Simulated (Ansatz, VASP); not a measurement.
# Sn in VASP and in Ansatz

Contents of INCAR:

```
SYSTEM = Sn
  PREC = Accurate
  ENCUT = 520
  EDIFF = 1E-7
  ISMEAR = 0
  SIGMA = 0.15
  LREAL = .False.
  LASPH = .True.
  NELM = 60
  ALGO = Fast
  ISIF = 2
  LWAVE = .False.
  LCHARG = .False.
  GGA = PS
  NBANDS = 21
```

Contents of KPOINTS:

```
Automatic mesh
0
Gamma
  12 12 12
  0 0 0
```

File POSCAR:

```
Sn
1.0
    0.0000000000      3.2456000000      3.7324400000
    3.2456000000      0.0000000000      3.7324400000
    3.2456000000      3.2456000000      0.0000000000
Sn
2
Direct
    0.5000000000      0.5000000000      0.5000000000
    0.7500000000      0.7500000000      0.7500000000
```

Input for Ansatz:

```yaml
crystal:
  lattice:
    - [0.0, 3.2456, 3.73244]
    - [3.2456, 0.0, 3.73244]
    - [3.2456, 3.2456, 0.0]
  atoms:
    - { symbol: Sn, position: [0.5, 0.5, 0.5] }
    - { symbol: Sn, position: [0.75, 0.75, 0.75] }
basis:
  ecutwfc: 420
kpoints:
  mp_grid: { grid: [12, 12, 12] }
hamiltonian:
  xc: pbesol
scf:
  occupations: { method: gaussian, width: 0.15 }
output:
  forces: true
  stress: true
  eigenvalues: true
```

Change from the starting cell: strain +0.1500 x Voigt [0, 0, 1, 0, 0, 0], atoms carried along.

Alike in both runs: task single point; functional PBEsol; k mesh 12 × 12 × 12; occupations gaussian, width 0.15 eV; no spin polarisation.

|  | VASP | Ansatz |
| --- | --- | --- |
| version | VASP 6.6.1 | Ansatz 0.2.0 |
| potentials or method | VASP PAW PBE potentials, release 64 (Sn_d), cutoff 520 eV | scalar-relativistic, plane waves, PAW |
| valence electrons in the cell | 28 | 28 |

Ansatz gave:

- gap on the k mesh at the Fermi level (eV): none
- pressure (GPa): -3.6
- traceless stress, the component that is largest in VASP (GPa): -2.96

Problem. What did VASP give for the same quantities?

Solution. gap on the k mesh at the Fermi level (eV): none; pressure (GPa): -3.7; traceless stress, the component that is largest in VASP (GPa): -2.96.

VASP's potentials were made for PBE, not for PBEsol. A gap of «none» marks a metal or a gap that the smearing closes.
